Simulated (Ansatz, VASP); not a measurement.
GaP4 in VASP and in Ansatz

```xyz
5
Lattice="2.2839 -3.5631 0.0000 2.2839 3.5631 0.0000 0.0000 0.0000 5.8163" Properties=species:S:1:pos:R:3 pbc="T T T"
Ga    2.2839    0.0000    0.0000
P     2.2839   -2.1725    4.0250
P     2.2839    2.1725    4.0250
P     2.2839    2.1725    1.7913
P     2.2839   -2.1725    1.7913
```

Alike in both runs: functional PBE; k mesh 4 × 4 × 4; occupations gaussian, width 0.1 eV; no spin polarisation.

Ansatz relaxed the structure, and its values are those at the end. VASP's run is a single point on that final structure, the one shown.

|  | VASP | Ansatz |
| --- | --- | --- |
| version | VASP 6.6.1 | Ansatz 0.2.0 |
| potentials or method | VASP PAW PBE potentials, release 64 (Ga_d, P), cutoff 520 eV | scalar-relativistic, plane waves, PAW |
| valence electrons in the cell | 33 | 33 |

Ansatz gave:

| Property | Result |
| --- | --- |
| gap on the k mesh at the Fermi level (eV) | none |
| pressure (GPa) | 0.1 |
| rms of the force components (eV/Å) | 0.015 |

Which values does VASP return?

gap on the k mesh at the Fermi level (eV): none; pressure (GPa): -0.1; rms of the force components (eV/Å): 0.027.

A gap of «none» marks a metal or a gap that the smearing closes.

The k mesh is coarse, so the values compare programs but aren't converged.
